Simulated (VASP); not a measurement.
Wanted: the native input for a VASP 6.6.1 run.

```yaml
Task: single point
Functional: PBE
Potentials_or_basis: VASP PAW PBE potentials, release 64 (Lu)
Cutoff: 520 eV
k_mesh: 9 × 9 × 5
Occupations: fermi-dirac, width 0.05 eV
Spin: no spin polarisation
Dipole_correction: no
Further_INCAR_settings: ALGO = Fast; EDIFF = 1e-06; NBANDS = 32
```

The structure of Lu lies in POSCAR:

```
Lu
1.0
    3.4315880974      0.0000000000      0.0000000000
   -1.7157940487      2.9718424677      0.0000000000
    0.0000000000      0.0000000000      5.4375845309
Lu
2
Direct
    0.6666666667      0.3333333333      0.7500000000
    0.3333333333      0.6666666667      0.2500000000
```

The input as run:

INCAR

```
SYSTEM = Lu
PREC = Accurate
ENCUT = 520
EDIFF = 1E-6
ISMEAR = -1
SIGMA = 0.05
LREAL = .FALSE.
LASPH = .TRUE.
NELM = 60
ALGO = Fast
ISIF = 2
LWAVE = .FALSE.
LCHARG = .FALSE.
GGA = PE
NBANDS = 32
```

KPOINTS

```
regular mesh
0
G
  9 9 5
  0 0 0
```

Potentials or basis: VASP PAW PBE potentials, release 64 (Lu).

The run is started by

```bash
$ cat potpaw_PBE.64/Lu/POTCAR > POTCAR
$ mpirun -np 1 vasp_std > vasp.out
```

It gave:

The pressure is 2.4 GPa. The band gap on the k mesh is zero (bands 25 and 26 overlap by 1.48 eV).

Caveat: spin-orbit coupling is left out, which moves the levels of the heavy elements.

Wall time 2.1 min on 1 thread of Intel(R) Xeon(R) Platinum 8259CL CPU @ 2.50GHz (Skylake/Cascade Lake) (shared host), peak memory 0.21 GiB.
